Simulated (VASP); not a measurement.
# BN (P6_3/mmc) in VASP: further runs, part 2 of 2

VASP 6.6.1. Earlier steps stand in the parts before.

## Step 3: Relaxation of shape and atoms at fixed volume, PBE+D3(BJ) (volume scaled by 0.94)

The input, INCAR:

```
SYSTEM = BN
ALGO     = Normal         ! electronic algorithm
EDIFF    = 1E-6           ! SCF threshold, eV
EDIFFG   = -0.01          ! ionic threshold
ENCUT    = 600            ! plane-wave cutoff, eV
GGA      = PE             ! functional
IBRION   = 2              ! ionic algorithm
ISIF     = 4              ! what is computed and relaxed
ISMEAR   = 0              ! smearing method
IVDW     = 12             ! dispersion correction
LASPH    = .TRUE.         ! aspherical terms in the spheres
LCHARG   = .FALSE.        ! write CHGCAR
LREAL    = .FALSE.        ! projectors in reciprocal space
LWAVE    = .FALSE.        ! write WAVECAR
NELM     = 100            ! most SCF steps
NSW      = 50             ! ionic steps
PREC     = Accurate       ! precision mode
SIGMA    = 0.02           ! smearing width, eV
```

The input, KPOINTS:

```
k-points
0
G
  12 12 4
  0 0 0
```

The input, POSCAR:

```
BN
1.0
    2.4780253774      0.0000000000      0.0000000000
   -1.2390126887      2.1460329281      0.0000000000
    0.0000000000      0.0000000000      6.3606024181
B N
2 2
Direct
    0.3333333333      0.6666666667      0.2500000000
    0.6666666667      0.3333333333      0.7500000000
    0.3333333333      0.6666666667      0.7500000000
    0.6666666667      0.3333333333      0.2500000000
```

Potentials or basis: VASP PAW PBE potentials, release 64 (B, N).

On the command line:

```console
$ cat potpaw_PBE.64/B/POTCAR potpaw_PBE.64/N/POTCAR > POTCAR
$ mpirun -np 1 vasp_std > vasp.out
```

OUTCAR:

```text
SYSTEM = BN
   EDIFF = 1E-6
   EDIFFG = -0.01
   ENCUT = 600
   GGA = PE
   IBRION = 2
   ISIF = 4
   ISMEAR = 0
   IVDW = 12
   LASPH = .TRUE.
   LREAL = .FALSE.
   NELM = 100
   NSW = 50
   PREC = Accurate
 IVDW          = 12

 ion  position               nearest neighbor table
   1  0.333  0.667  0.250-   4 1.43   4 1.43   4 1.43
   2  0.667  0.333  0.750-   3 1.43   3 1.43   3 1.43
   3  0.333  0.667  0.750-   2 1.43   2 1.43   2 1.43
   4  0.667  0.333  0.250-   1 1.43   1 1.43   1 1.43

  LATTYP: Found a hexagonal cell.
 ALAT       =     2.4780253774
 C/A-ratio  =     2.5668027762

  Lattice vectors:

 A1 = (   2.4780253774,   0.0000000000,   0.0000000000)
 A2 = (  -1.2390126887,   2.1460329281,   0.0000000000)
 A3 = (   0.0000000000,   0.0000000000,   6.3606024181)

Analysis of symmetry for initial positions (statically):
=====================================================================
 Subroutine PRICEL returns:
 Original cell was already a primitive cell.

 Routine SETGRP: Setting up the symmetry group for a
 hexagonal supercell.

 Subroutine GETGRP returns: Found 24 space group operations
 (whereof 12 operations were pure point group operations)
 out of a pool of 24 trial point group operations.

The static configuration has the point symmetry D_3d.
 The point group associated with its full space group is D_6h.

Analysis of symmetry for dynamics (positions and initial velocities):
=====================================================================
 Subroutine PRICEL returns:
 Original cell was already a primitive cell.

 Routine SETGRP: Setting up the symmetry group for a
 hexagonal supercell.

 Subroutine GETGRP returns: Found 24 space group operations
 (whereof 12 operations were pure point group operations)
 out of a pool of 24 trial point group operations.

The dynamic configuration has the point symmetry D_3d.
 The point group associated with its full space group is D_6h.

 Subroutine INISYM returns: Found 24 space group operations
 (whereof 12 operations are pure point group operations),
 and found     1 'primitive' translations

----------------------------------------------------------------------------------------

                                     Primitive cell

  volume of cell :      33.8252

  direct lattice vectors                    reciprocal lattice vectors
     2.478025377  0.000000000  0.000000000     0.403547118  0.232988037  0.000000000
    -1.239012689  2.146032928  0.000000000     0.000000000  0.465976075  0.000000000
     0.000000000  0.000000000  6.360602418     0.000000000  0.000000000  0.157217813

  length of vectors
     2.478025377  2.478025377  6.360602418     0.465976075  0.465976075  0.157217813

  position of ions in fractional coordinates (direct lattice)
     0.333333333  0.666666667  0.250000000
     0.666666667  0.333333333  0.750000000
     0.333333333  0.666666667  0.750000000
     0.666666667  0.333333333  0.250000000

  ion indices of the primitive-cell ions
   primitive index   ion index
                 1           1
                 2           2
                 3           3
                 4           4

----------------------------------------------------------------------------------------

 KPOINTS: k-points

Automatic generation of k-mesh.
 Grid dimensions read from file:
 generate k-points for:   12   12    4

 Generating k-lattice:

  Cartesian coordinates                     Fractional coordinates (reciprocal lattice)
     0.033628927  0.019415670  0.000000000     0.083333333 -0.000000000  0.000000000
     0.000000000  0.038831340  0.000000000     0.000000000  0.083333333  0.000000000
     0.000000000  0.000000000  0.039304453     0.000000000  0.000000000  0.250000000

  Length of vectors
     0.038831340  0.038831340  0.039304453

  Shift w.r.t. Gamma in fractional coordinates (k-lattice)
     0.000000000  0.000000000  0.000000000

 Subroutine IBZKPT returns following result:
 ===========================================

 Found     57 irreducible k-points:

 Following reciprocal coordinates:
            Coordinates               Weight
  0.000000  0.000000  0.000000      1.000000
  0.083333 -0.000000  0.000000      6.000000
  0.166667 -0.000000  0.000000      6.000000
  0.250000 -0.000000  0.000000      6.000000
  0.333333 -0.000000  0.000000      6.000000
  0.416667 -0.000000  0.000000      6.000000
[... 16 lines left out ...]
  0.250000 -0.000000  0.250000     12.000000
  0.333333 -0.000000  0.250000     12.000000
 [... further k-points ...]
   k-points           NKPTS =     57   k-points in BZ     NKDIM =     57   number of bands    NBANDS=     12
   number of dos      NEDOS =    301   number of ions     NIONS =      4
   total plane-waves  NPLWV =  21600
   dimension x,y,z NGX =    20 NGY =   20 NGZ =   54
   dimension x,y,z NGXF=    40 NGYF=   40 NGZF=  108
   ions per type =               2   2
   NGX,Y,Z   is equivalent  to a cutoff of  13.42, 13.42, 14.11 a.u.
   NGXF,Y,Z  is equivalent  to a cutoff of  26.84, 26.84, 28.23 a.u.
 SYSTEM =  BN
   PREC   = accura    normal or accurate (medium, high low for compatibility)
   ISTART =      0    job   : 0-new  1-cont  2-samecut
   ICHARG =      2    charge: 1-file 2-atom 10-const
   ISPIN  =      1    spin polarized calculation?
   LNONCOLLINEAR =      F non collinear calculations
   LSORBIT =      F    spin-orbit coupling
   LASPH  =      T    aspherical Exc in radial PAW
   ENCUT  =  600.0 eV  44.10 Ry    6.64 a.u.   4.95  4.95 12.70*2*pi/ulx,y,z
   NELM   =    100;   NELMIN=  2; NELMDL= -5     # of ELM steps
   EDIFF  = 0.1E-05   stopping-criterion for ELM
   LREAL  =      F    real-space projection
   EDIFFG = -.1E-01   stopping-criterion for IOM
   NSW    =     50    number of steps for IOM
   IBRION =      2    ionic relax: 0-MD 1-quasi-New 2-CG
   NFREE  =      1    steps in history (QN), initial steepest desc. (CG)
   ISIF   =      4    stress and relaxation
   ISYM   =      2    0-nonsym 1-usesym 2-fastsym
   POTIM  = 0.5000    time-step for ionic-motion
   TEBEG  =    0.0;   TEEND  =   0.0 temperature during run
   PSTRESS=    0.0 pullay stress
   NELECT =      16.0000    total number of electrons
   NUPDOWN=      -1.0000    fix difference up-down
   EMIN   =  10.00;   EMAX   =-10.00  energy-range for DOS
   EFERMI =   0.00;   METHOD = LEGACY
   ISMEAR =     0;   SIGMA  =   0.02  broadening in eV -4-tet -1-fermi 0-gaus
   EFERMI_NEDOS =   21; number of points for ismear=-14 and -15
   IALGO  =     38    algorithm
   IMIX   =      4    mixing-type and parameters
     AMIX     =   0.40;   BMIX     =  1.00
     AMIX_MAG =   1.60;   BMIX_MAG =  1.00
  volume/ion in A,a.u.               =       8.46        57.07
  Fermi-wavevector in a.u.,A,eV,Ry     =   1.275561  2.410462 22.137452  1.627057
  Thomas-Fermi vector in A             =   2.408267
   LORBIT       =      0    0 simple, 1 ext, 2 COOP (PROOUT), +10 PAW based schemes
   GGA     = PE    functional components
   LHFCALC =     F    Hartree Fock is set to
   AEXX    =    0.0000 exact exchange contribution
   IVDW    =    12    specifies the selected vdW correction
   LEPSILON=     F    determine dielectric tensor
   LRPA    =     F    only Hartree local field effects (RPA)
 conjugate gradient relaxation of ions
 non-spin polarized calculation
 Gauss-broadening in eV      SIGMA  =   0.02
  energy-cutoff  :      600.00
  volume of cell :       33.83
 maximum number of plane-waves:      1155
 NGX is ok and might be reduce to    20
   NGX =  9   NGY =  9   NGZ = 25

--------------------------------------- Ionic step        1  -------------------------------------------

 number of electron      15.9999999 magnetization

 Free energy of the ion-electron system (eV)
  ---------------------------------------------------
  ext. energy  EPLUGINS =         0.00000000
  ---------------------------------------------------
  free energy    TOTEN  =       -35.07750969 eV

  energy without entropy =      -35.07750969  energy(sigma->0) =      -35.07750969

------------------------ aborting loop because EDIFF is reached ----------------------------------------

 Edisp (eV)   -0.60730

 E8    (eV) :    -0.1787
[... 75 lines left out ...]
--------------------------------------- Ionic step        3  -------------------------------------------

 number of electron      16.0000000 magnetization

 Free energy of the ion-electron system (eV)
  ---------------------------------------------------
  ext. energy  EPLUGINS =         0.00000000
  ---------------------------------------------------
  free energy    TOTEN  =       -35.09952572 eV

  energy without entropy =      -35.09952572  energy(sigma->0) =      -35.09952572

 E-fermi :   2.9899     XC(G=0): -10.4864

 val. band max:        2.8644308457   @ k =   0.3333   0.2500   0.0000
 cond. band min:       7.0070716340   @ k =   0.5000  -0.0000   0.0000
 fundamental gap:      4.1426407882
 Fermi energy:         2.9899461929

 k-point     1 :       0.0000    0.0000    0.0000
  band No.  band energies     occupation
      1     -15.0953      2.00000
      2     -14.6310      2.00000
      3      -3.7248      2.00000
      4      -0.8862      2.00000
      5       1.4696      2.00000
      6       1.4696      2.00000
      7       1.5376      2.00000
      8       1.5376      2.00000
      9       8.5112      0.00000
     10      13.8480      0.00000
     11      14.3353      0.00000
     12      14.3353      0.00000
[... 331 lines left out ...]
 k-point    24 :       0.3333   -0.0000    0.2500
  band No.  band energies     occupation
      1     -13.0361      2.00000
      2     -12.7972      2.00000
      3      -4.1120      2.00000
      4      -4.0084      2.00000
      5      -0.7880      2.00000
      6      -0.7116      2.00000
      7      -0.5855      2.00000
      8       1.0491      2.00000
      9       9.5757      0.00000
     10      10.4447      0.00000
     11      12.0996      0.00000
     12      13.0409      0.00000

 [... further k-points ...]

------------------------ aborting loop because EDIFF is reached ----------------------------------------

 Edisp (eV)   -0.60955

 E8    (eV) :    -0.1798
[... 27 lines left out ...]
  FREE ENERGIE OF THE ION-ELECTRON SYSTEM (eV)
  ---------------------------------------------------
  free  energy   TOTEN  =       -35.7090737774 eV

  energy  without entropy=      -35.7090737774  energy(sigma->0) =      -35.70907378

 reached required accuracy - stopping structural energy minimisation
```

It took 30 s on 1 thread of Intel Xeon Platinum 8559C (Emerald Rapids), shared host; peak memory 0.17 GiB.

What came out:

```yaml
Free_energy: -35.7091 eV
Energy_gained_by_relaxing: 6.1 meV/atom
Ionic_steps: 3
Pressure_after_relaxing: 2.0 GPa
Band_gap_on_the_k_mesh: 4.14 eV, indirect (least direct gap 4.49 eV)
Dispersion_energy_per_atom: -0.152 eV
```

The path:
| step | energy change (eV) | largest force (eV/Å) | pressure (GPa) | volume (Å³) |
| --- | --- | --- | --- | --- |
| 1 | 0.0000 | 0.0000 | 9.30 | 33.83 |
| 2 | -0.0241 | 0.0000 | 1.42 | 33.83 |
| 3 | -0.0243 | 0.0000 | 2.04 | 33.83 |

Final structure:
```
CELL_PARAMETERS angstrom
2.50173 0.00000 0.00000
-1.25086 2.16656 0.00000
0.00000 0.00000 6.24064
ATOMIC_POSITIONS crystal
B 0.33333 0.66667 0.25000
B 0.66667 0.33333 0.75000
N 0.33333 0.66667 0.75000
N 0.66667 0.33333 0.25000
```

Caveat: the cell differs from its parent crystal (volume scaled by 0.94).
